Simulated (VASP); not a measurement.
Wanted: the native input for a VASP 6.6.1 run.

```yaml
Task: single point
Functional: PBE
Potentials_or_basis: VASP PAW PBE potentials, release 64 (Be, S)
Cutoff: 520 eV
k_mesh: 12 × 12 × 12
Occupations: gaussian, width 0.1 eV
Spin: no spin polarisation
Dipole_correction: no
Further_INCAR_settings: ALGO = Normal; EDIFF = 1e-06; NBANDS = 23
```

The structure of BeS2 lies in POSCAR:

```
BeS2
1.0
   -2.3876429168      2.3876429168      4.1330427037
    2.3876429168     -2.3876429168      4.1330427037
    2.3876429168      2.3876429168     -4.1330427037
Be S
2 4
Direct
    0.0000000000      0.0000000000      0.0000000000
    0.7500000000      0.2500000000      0.5000000000
    0.3750000000      0.4094539004      0.5344539004
    0.5905460996      0.1250000000      0.9655460996
    0.8750000000      0.8405460996      0.4655460996
    0.1594539004      0.6250000000      0.0344539004
```

One way to write it, as run:

INCAR

```
SYSTEM = BeS2
  PREC = Accurate
  ENCUT = 520
  EDIFF = 1E-6
  ISMEAR = 0
  SIGMA = 0.1
  LREAL = .FALSE.
  LASPH = .TRUE.
  NELM = 60
  ALGO = Normal
  ISIF = 2
  LWAVE = .FALSE.
  LCHARG = .TRUE.
  GGA = PE
  LELF = .TRUE.
  LVHAR = .TRUE.
  NBANDS = 23
```

KPOINTS

```
regular mesh
0
G
  12 12 12
  0 0 0
```

Potentials or basis: VASP PAW PBE potentials, release 64 (Be, S).

Command:

```console
$ cat potpaw_PBE.64/Be/POTCAR potpaw_PBE.64/S/POTCAR > POTCAR
$ mpirun -np 1 vasp_std > vasp.out
```

It gave:

| Property | Result |
| --- | --- |
| Pressure | 0.0 GPa |
| Largest force | 0.004 eV/Å |
| Band gap on the k mesh | zero (band 14 reaches 5.69 eV, above the bottom of band 15 at 3.98 eV) |

Run time: 2.2 min on 1 thread of Intel(R) Xeon(R) 6975P-C (Granite Rapids) (shared host), peak memory 0.41 GiB.
